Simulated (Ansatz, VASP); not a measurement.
**F in VASP and in Ansatz**

```xyz
2
Lattice="5.1038 0.0000 0.0000 0.0000 5.1038 0.0000 0.0000 0.0000 3.6977" Properties=species:S:1:pos:R:3 pbc="T T T"
F     3.8278    1.2759    0.0000
F     1.2759    3.8278    0.0000
```

Alike in both runs: task single point; functional PBE; k mesh 7 × 7 × 9; no spin polarisation.

```csv
,VASP,Ansatz
version,VASP 6.6.1,Ansatz 0.2.0
potentials or method,"VASP PAW PBE potentials, release 64 (F), cutoff 520 eV",PAW plane waves
occupations,"fermi-dirac, width 0.1 eV",fermi-dirac
valence electrons in the cell,14,14
```

|  | VASP | Ansatz | Ansatz less VASP |
| --- | --- | --- | --- |
| pressure (GPa) | -0.6 | -0.5 | +0.16 |
| traceless stress, the component that is largest in VASP (GPa) | 0.07 | 0.07 | -0.001 |

Ansatz's warnings: xc potential rough in thin density.
